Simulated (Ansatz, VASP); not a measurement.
Two plane-wave programs on InSb4

File INCAR:

```
SYSTEM = InSb4
ALGO = Normal
EDIFF = 1E-7
EDIFFG = -0.04
ENCUT = 600
GGA = PE
IBRION = 2
ISIF = 3
ISMEAR = 0
LASPH = .True.
LCHARG = .False.
LREAL = .False.
LWAVE = .False.
NELM = 60
NSW = 90
PREC = Accurate
SIGMA = 0.1
```

File KPOINTS:

```
k-points
0
Gamma
  4 4 4
  0 0 0
```

File POSCAR:

```
InSb4
1.0
   -3.4631125100      3.4631125100      3.4631125100
    3.4631125100     -3.4631125100      3.4631125100
    3.4631125100      3.4631125100     -3.4631125100
In Sb
1 4
Direct
    0.0000000000      0.0000000000      0.0000000000
    0.5000000000      0.5000000000      0.5000000000
    0.0000000000      0.0000000000      0.5000000000
    0.0000000000      0.5000000000      0.0000000000
    0.5000000000      0.0000000000      0.0000000000
```

Input for Ansatz:

```yaml
crystal:
  lattice:
    - [-3.46311251, 3.46311251, 3.46311251]
    - [3.46311251, -3.46311251, 3.46311251]
    - [3.46311251, 3.46311251, -3.46311251]
  atoms:
    - { symbol: In, position: [0.0, 0.0, 0.0] }
    - { symbol: Sb, position: [0.5, 0.5, 0.5] }
    - { symbol: Sb, position: [0.0, 0.0, 0.5] }
    - { symbol: Sb, position: [0.0, 0.5, 0.0] }
    - { symbol: Sb, position: [0.5, 0.0, 0.0] }
basis:
  ecutwfc: 420
kpoints:
  mp_grid: { grid: [4, 4, 4] }
hamiltonian:
  xc: pbe
scf:
  occupations: { method: gaussian, width: 0.1 }
  lower_state_search: "off"
output:
  forces: true
  stress: true
  eigenvalues: true
relax:
  adjacent_minimum: "off"
  f_tol: 0.04
  max_steps: 70
  cell: { stress_tol: 0.4 }
```

Alike in both runs: task relaxation of cell and atoms; functional PBE; k mesh 4 × 4 × 4; occupations gaussian, width 0.1 eV; no spin polarisation.

```csv
,VASP,Ansatz
version,VASP 6.6.1,Ansatz 0.2.0
potentials or method,"VASP PAW PBE potentials, release 64 (In_d, Sb), cutoff 600 eV","scalar-relativistic, plane waves, PAW"
valence electrons in the cell,33,73
```

Ansatz gave:

* gap on the k mesh at the Fermi level, each at its own relaxed structure (eV): none
* relaxed volume (Å³/atom): 32.82
* relaxed cell length with the largest relative difference (Å): 5.974

Task: Estimate VASP's values.

Result: gap on the k mesh at the Fermi level, each at its own relaxed structure (eV): none; relaxed volume (Å³/atom): 32.78; relaxed cell length with the largest relative difference (Å): 5.971.

A gap of «none» marks a metal or a gap that the smearing closes. VASP's potentials hold 33 valence electrons a cell and Ansatz's 73, so a difference there can come from the potentials and not from the codes.

Neither program's run includes spin-orbit coupling. Noted on VASP's run: too few bands were computed for a metal, which touches its energy and stress.
